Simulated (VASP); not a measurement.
Runs of VASP 6.6.1 on BN. The structure is that of space group P6_3/mmc (No. 194), or close to it. The cells are those of the table. 

| task | cell | cutoff (eV) | gap on the mesh (eV) | pressure (GPa) |
| --- | --- | --- | --- | --- |
| electric field gradients | a = 2.501, b = 2.501, c = 6.887 Å, angles 90.0, 90.0, 120.0°, 4 atoms | 520 | 4.91 | (a) |
| relaxation of shape and atoms at fixed volume | relaxed from a = 2.498, b = 2.498, c = 7.849 Å, angles 90.0, 90.0, 120.0°, 4 atoms | 600 | (b) | -1.1 |
| single point | a = 2.503, b = 2.503, c = 7.815 Å, angles 90.0, 90.0, 120.0°, 4 atoms | 520 | 4.87 | -0.6 |
| relaxation of shape and atoms at fixed volume | relaxed from a = 2.512, b = 2.512, c = 7.810 Å, angles 90.0, 90.0, 120.0°, 4 atoms | 600 | 4.86 | -1.1 |
| single point | a = 2.503, b = 2.503, c = 7.866 Å, angles 90.0, 90.0, 120.0°, 4 atoms | 520 | 4.86 | -0.7 |

Alike in all rows: level r2SCAN; potentials or basis VASP PAW PBE potentials, release 64 (B, N); no spin polarisation; k mesh 10 × 10 × 4.

Problem. Fill in the values left out.

Solution. (a) 0.4; (b) 4.88.

Caveats: the PAW data sets were made with another functional, which shifts forces and pressure a little.

A k mesh can miss the band edges.
